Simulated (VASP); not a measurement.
Here is a VASP 6.6.1 calculation.

INCAR

```
SYSTEM = BaZrO3
PREC = Accurate
ENCUT = 520
EDIFF = 1E-6
ISMEAR = 0
SIGMA = 0.05
LREAL = .False.
LASPH = .True.
NELM = 100
ALGO = Normal
ISIF = 2
LWAVE = .False.
LCHARG = .False.
GGA = PE
NBANDS = 28
```

The input KPOINTS:

```
regular mesh
0
Gamma
  6 6 6
  0 0 0
```

The input POSCAR:

```
BaZrO3
1.0
    4.1815000000      0.0000000000      0.0000000000
    0.0000000000      4.1815000000      0.0000000000
    0.0000000000      0.0000000000      4.1815000000
Ba Zr O
1 1 3
Direct
    0.5253655428      0.4746344572      0.5000000000
    0.0000000000      0.0000000000      0.0000000000
    0.5000000000      0.0000000000      0.0000000000
    0.0000000000      0.5000000000      0.0000000000
    0.0000000000      0.0000000000      0.5000000000
```

Potentials or basis: VASP PAW PBE potentials, release 64 (Ba_sv, Zr_sv, O).

Run with:

```console
$ cat potpaw_PBE.64/Ba_sv/POTCAR potpaw_PBE.64/Zr_sv/POTCAR potpaw_PBE.64/O/POTCAR > POTCAR
$ mpirun -np 1 vasp_std > vasp.out
```

Task: What does it give for the pressure?

Result: 6.8 GPa.

Task: What does it give for the band gap on the k mesh?

Result: 3.19 eV, indirect (least direct gap 3.40 eV).

Task: What does it give for the largest force?

Result: 0.642 eV/Å.

Forces in eV/Å, atoms in the order of the input:
```
Ba  -0.454  0.454  0.000
Zr   0.380 -0.380  0.000
O    0.120  0.028  0.000
O   -0.028 -0.120  0.000
O   -0.018  0.018  0.000
```

Caveat: the cell differs from its parent crystal (all Ba atoms moved +0.150 Å, as atom 1 along Cartesian [1 -1 0]); spin-orbit coupling is left out, which moves the levels of the heavy elements. A k mesh can miss the band edges.
